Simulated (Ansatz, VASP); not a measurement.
**One calculation of MgO, two programs**

```
Mg O
1.0
     4.21494    0.00000    0.00000
     0.00000   -4.21494    0.00000
     0.00000    0.00000   -4.21494
Mg O
4 4
Direct
  0.91109 0.08891 0.10059
  0.50000 0.50000 0.00000
  0.50000 0.00000 0.50000
  0.00000 0.50000 0.50000
  0.50000 0.00000 0.00000
  0.00000 0.50000 0.00000
  0.00000 0.00000 0.50000
  0.50000 0.50000 0.50000
```

Alike in both runs: task single point; functional PBEsol; k mesh 6 × 6 × 6; occupations gaussian, width 0.05 eV; no spin polarisation.

|  | VASP | Ansatz |
| --- | --- | --- |
| version | VASP 6.6.1 | Ansatz 0.2.0 |
| potentials or method | VASP PAW PBE potentials, release 64 (Mg, O), cutoff 520 eV | scalar-relativistic, plane waves, PAW |
| valence electrons in the cell | 32 | 64 |

```tsv
	VASP	Ansatz	Ansatz less VASP
gap on the k mesh at the Fermi level (eV)	4.45	4.46	+0.003
least direct gap on the mesh (eV)	4.45	4.46	+0.003
pressure (GPa)	11.6	11.7	+0.08
traceless stress, the component that is largest in VASP (GPa)	2.31	2.21	-0.097
rms of the force components (eV/Å)	1.687	1.645	-0.0420
```

VASP's potentials were made for PBE, not for PBEsol, and Ansatz warns of the same on its side. Atom by atom the forces differ by 0.043 eV/Å (rms over components). VASP's potentials hold 32 valence electrons a cell and Ansatz's 64, so a difference there can come from the potentials and not from the codes.
